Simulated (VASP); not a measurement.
# CdSe: single point with PBE

CdSe:

```
Cd Se
1.0
     4.35557    0.00000    0.00000
    -2.17779    3.77204    0.00000
     0.00000    0.00000    7.10225
Cd Se
2 2
Direct
  0.33333 0.66667 0.00048
  0.66667 0.33333 0.50048
  0.33333 0.66667 0.37631
  0.66667 0.33333 0.87631
```

```yaml
Program: VASP 6.6.1
Task: single point
Functional: PBE
Potentials_or_basis: VASP PAW PBE potentials, release 64 (Cd, Se)
Cutoff: 520 eV
k_mesh: 12 × 12 × 6
Occupations: fermi-dirac, width 0.02 eV
Spin: no spin polarisation
Dipole_correction: no
Further_INCAR_settings: ALGO = Normal; EDIFF = 1e-07; NBANDS = 26
```

The pressure is 1.2 GPa and the band gap on the k mesh is 0.59 eV.

Forces in eV/Å, atoms in the order of the input:
```
Cd   0.000  0.000 -0.002
Cd   0.000  0.000 -0.002
Se   0.000  0.000  0.002
Se   0.000  0.000  0.002
```

Stress tensor (GPa, compression positive):
```
1.17 0.00 0.00
0.00 1.17 0.00
0.00 0.00 1.25
```

Levels at points of the mesh, in eV from the valence-band top:
```tsv
k point	band 16	band 17	band 18	band 19	band 20	band 21
(0.00, 0.00, 0.00)	-0.04	0.00	0.00	0.59	2.16	5.85
(0.50, 0.00, 0.00)	-1.74	-1.24	-0.71	3.14	3.33	4.78
(0.00, 0.00, 0.50)	-0.37	-0.37	-0.37	2.30	2.30	5.80
(0.50, 0.00, 0.50)	-1.28	-1.26	-1.26	2.92	2.92	4.84
```

Wall time 71 s on 1 thread of Intel(R) Xeon(R) 6975P-C (Granite Rapids), on a shared host, peak memory 0.35 GiB.
